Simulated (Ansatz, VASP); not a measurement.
## One calculation of NbC, two programs

The input INCAR:

```
SYSTEM = NbC
PREC     = Accurate       ! precision mode
ENCUT    = 600            ! plane-wave cutoff, eV
EDIFF    = 1E-7           ! SCF threshold, eV
ISMEAR   = 0              ! smearing method
SIGMA    = 0.1            ! smearing width, eV
LREAL    = .FALSE.        ! projectors in reciprocal space
LASPH    = .TRUE.         ! aspherical terms in the spheres
NELM     = 120            ! most SCF steps
ALGO     = Normal         ! electronic algorithm
ISIF     = 3              ! what is computed and relaxed
LWAVE    = .FALSE.        ! write WAVECAR
LCHARG   = .FALSE.        ! write CHGCAR
GGA      = PS             ! functional
IBRION   = 2              ! ionic algorithm
NSW      = 100            ! ionic steps
EDIFFG   = -0.05          ! ionic threshold
GGA_COMPAT= .FALSE.      
NELMIN   = 4
```

File KPOINTS:

```
Automatic mesh
0
G
  8 8 8
  0 0 0
```

File POSCAR:

```
NbC
1.0
    0.0000000000      2.2540454600      2.2540454600
    2.2540454600      0.0000000000      2.2540454600
    2.2540454600      2.2540454600      0.0000000000
Nb C
1 1
Direct
    0.0000000000      0.0000000000      0.0000000000
    0.5000000000      0.5000000000      0.5000000000
```

Input for Ansatz:

```yaml
crystal:
  lattice:
    - [0.0, 2.25404546, 2.25404546]
    - [2.25404546, 0.0, 2.25404546]
    - [2.25404546, 2.25404546, 0.0]
  atoms:
    - { symbol: Nb, position: [0.0, 0.0, 0.0] }
    - { symbol: C, position: [0.5, 0.5, 0.5] }
basis:
  ecutwfc: 420
kpoints:
  mp_grid: { grid: [8, 8, 8] }
hamiltonian:
  xc: pbesol
  pseudopotentials: { kind: paw, azcp: { folder: soft_1 } }
scf:
  occupations: { method: gaussian, width: 0.1 }
output:
  forces: true
  stress: true
  eigenvalues: true
relax:
  adjacent_minimum: "off"
  f_tol: 0.05
  max_steps: 80
  cell: { stress_tol: 0.5 }
```

Alike in both runs: task relaxation of cell and atoms; functional PBEsol; k mesh 8 × 8 × 8; occupations gaussian, width 0.1 eV; no spin polarisation.

```csv
,VASP,Ansatz
version,VASP 6.6.1,Ansatz 0.2.0
potentials or method,"VASP PAW PBE potentials, release 64 (Nb_sv, C), cutoff 600 eV","scalar-relativistic, plane waves, PAW"
valence electrons in the cell,17,17
```

Ansatz gave:

- gap on the k mesh at the Fermi level, each at its own relaxed structure (eV): none
- relaxed volume (Å³/atom): 11.03
- relaxed cell length with the largest relative difference (Å): 3.148

Estimate VASP's values.

gap on the k mesh at the Fermi level, each at its own relaxed structure (eV): none; relaxed volume (Å³/atom): 11.01; relaxed cell length with the largest relative difference (Å): 3.146.

VASP's potentials were made for PBE, not for PBEsol, and Ansatz warns of the same on its side. A gap of «none» marks a metal or a gap that the smearing closes.
